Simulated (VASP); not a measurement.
Input of a VASP 6.6.1 run:

File INCAR:

```
SYSTEM = GaP
PREC = Accurate ; ENCUT = 520
EDIFF = 1E-7 ; ISMEAR = 0
SIGMA = 0.05 ; LREAL = .False.
LASPH = .True. ; NELM = 100
ALGO = Normal ; ISIF = 2
LWAVE = .False. ; LCHARG = .False.
GGA = PE ; NBANDS = 16
```

Contents of KPOINTS:

```
regular mesh
0
Gamma
  10 10 10
  0 0 0
```

File POSCAR:

```
GaP
1.0
    0.0000000000      2.7525368112      2.7525368112
    2.7525368112      0.0000000000      2.7525368112
    2.7525368112      2.7525368112      0.0000000000
Ga P
1 1
Direct
    0.0000000000      0.0000000000      0.0000000000
    0.7500000000      0.7500000000      0.7500000000
```

Potentials or basis: VASP PAW PBE potentials, release 64 (Ga_d, P).

Launch:

```bash
$ cat potpaw_PBE.64/Ga_d/POTCAR potpaw_PBE.64/P/POTCAR > POTCAR
$ mpirun -np 1 vasp_std > vasp.out
```

(1) What does it give for the pressure?

(2) Predict the band gap on the k mesh.

## Answers

(1) 0.0 GPa.

(2) 1.58 eV, direct.

**Measured values to compare with.**

From “Stacking defects in GaP nanowires: Electronic structure and optical properties”, 2018, arxiv:1810.01194, for a bulk crystal of GaP at 10 K: band gap 2.34 eV (indirect).

Measured gap of GaP: 2.34 eV (indirect; 10 K; quoted in “Stacking defects in GaP nanowires: Electronic structure and optical properties”, 2018, arxiv:1810.01194). This calculation gives 1.58 eV (-0.76 eV). Spin-orbit coupling on Ga is left out. The value is that of PBE on a finite k mesh, which can miss the band edges, without temperature or zero-point motion. Semilocal functionals fall short of measured gaps as a rule.
